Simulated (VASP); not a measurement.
Here is a VASP 6.6.1 calculation.

File INCAR:

```
ALGO = Normal
EDIFF = 1E-6
EDIFFG = -0.01
ENCUT = 600
GGA = PE
IBRION = 2
ISIF = 3
ISMEAR = -1
ISPIN = 2
LASPH = True
LCHARG = False
LMAXMIX = 4
LORBIT = 11
LREAL = False
LWAVE = False
MAGMOM = 1.7
NELM = 150
NSW = 80
PREC = Accurate
SIGMA = 0.05
```

File KPOINTS:

```
k-points
0
Gamma
  16 16 16
```

POSCAR

```
Co
1.0
   -1.4041371717      1.4041371717      1.4041371717
    1.4041371717     -1.4041371717      1.4041371717
    1.4041371717      1.4041371717     -1.4041371717
Co
1
Direct
    0.0000000000      0.0000000000      0.0000000000
```

Potentials or basis: VASP PAW PBE potentials, release 64 (Co).

Run with:

```bash
$ cat potpaw_PBE.64/Co/POTCAR > POTCAR
$ mpirun -np 1 vasp_std > vasp.out
```

(1) Predict the relaxed cell.

(2) Estimate the site moments.

(3) Estimate the relaxed volume.

(4) Predict the space group after relaxing (to 0.1 Å).

Answers

(1) a = 2.431 Å, b = 2.431 Å, c = 2.431 Å, α = 109.47°, β = 109.47°, γ = 109.47°.

(2) Co +1.77 μB.

(3) 11.05 Å³/atom.

(4) Im-3m (No. 229).
